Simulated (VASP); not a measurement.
Crystal: Sn5H.

```xyz
6
Lattice="0.0000 4.2364 4.2364 4.2364 0.0000 4.2364 4.2364 4.2364 0.0000" Properties=species:S:1:pos:R:3 pbc="T T T"
Sn    7.4223    5.2870    5.2870
Sn    7.4223    7.4223    7.4223
Sn    2.1182    2.1182    2.1182
Sn    5.2870    5.2870    7.4223
Sn    5.2870    7.4223    5.2870
H     4.2364    4.2364    4.2364
```

The cell was generated, and may not be a known phase.

- Program: VASP 6.6.1
- Task: relaxation of cell and atoms
- Functional: PBE
- Potentials or basis: VASP PAW PBE potentials, release 64 (Sn_d, H)
- Cutoff: 600 eV
- k mesh: 4 × 4 × 4
- Occupations: gaussian, width 0.1 eV
- Spin: no spin polarisation

At the start: pressure 4.7 GPa; volume 25.34 Å³/atom.

**Question.** Where does the relaxation end?

**Answer.** Over 3 steps the energy falls by 35.6 meV/atom and the volume is 27.78 Å³/atom (+9.6 %); space group F-43m (No. 216, to 0.1 Å) before and after.

Step by step:
| step | energy change (eV) | largest force (eV/Å) | pressure (GPa) | volume (Å³) |
| --- | --- | --- | --- | --- |
| 1 | 0.0000 | 0.4598 | 4.71 | 152.07 |
| 2 | -0.2092 | 0.0814 | -0.51 | 169.05 |
| 3 | -0.2133 | 0.0290 | -0.05 | 166.70 |

Final structure:
```
Sn H
1.0
     0.00000    4.36821    4.36821
     4.36821    0.00000    4.36821
     4.36821    4.36821    0.00000
Sn H
5 1
Direct
  0.37592 0.87469 0.87469
  0.87469 0.87469 0.87469
  0.25000 0.25000 0.25000
  0.87469 0.87469 0.37592
  0.87469 0.37592 0.87469
  0.50000 0.50000 0.50000
```
